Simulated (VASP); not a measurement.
Write the native input for VASP 6.6.1 that does the following.

```yaml
Task: single point
Functional: PBE
Potentials_or_basis: VASP PAW PBE potentials, release 64 (Al, As)
Cutoff: 500 eV
k_mesh: 2 × 2 × 2
Occupations: gaussian, width 0.01 eV
Spin: no spin polarisation
Dipole_correction: no
Further_INCAR_settings: ALGO = Normal; EDIFF = 1e-06; NBANDS = 11
```

The structure of AlAs lies in POSCAR:

```
AlAs
1.0
    0.0000000000      2.8305000000      2.8305000000
    2.8305000000      0.0000000000      2.8305000000
    2.8305000000      2.8305000000      0.0000000000
Al As
1 1
Direct
    0.0000000000      0.0000000000      0.0000000000
    0.2500000000      0.2500000000      0.2500000000
```

The input as run:

INCAR

```
ALGO = Normal
EDIFF = 1E-6
ENCUT = 500
GGA = PE
GGA_COMPAT = False
ISIF = 2
ISMEAR = 0
LASPH = True
LCHARG = True
LELF = True
LREAL = False
LVHAR = True
LWAVE = False
NBANDS = 11
NELM = 120
PREC = Accurate
SIGMA = 0.01
```

KPOINTS

```
k-points
0
Gamma
  2 2 2
```

Potentials or basis: VASP PAW PBE potentials, release 64 (Al, As).

Run with:

```console
$ cat potpaw_PBE.64/Al/POTCAR potpaw_PBE.64/As/POTCAR > POTCAR
$ mpirun -np 1 vasp_std > vasp.out
```

It gave:

```json
{
  "Pressure": "8.0 GPa",
  "Band gap on the k mesh": "1.26 eV, indirect (least direct gap 2.03 eV)"
}
```

Caveat: the k points lie up to 0.96 Å⁻¹ apart.

It took 11 s on 1 thread of Intel Xeon 8259CL (shared host), peak memory 0.16 GiB.
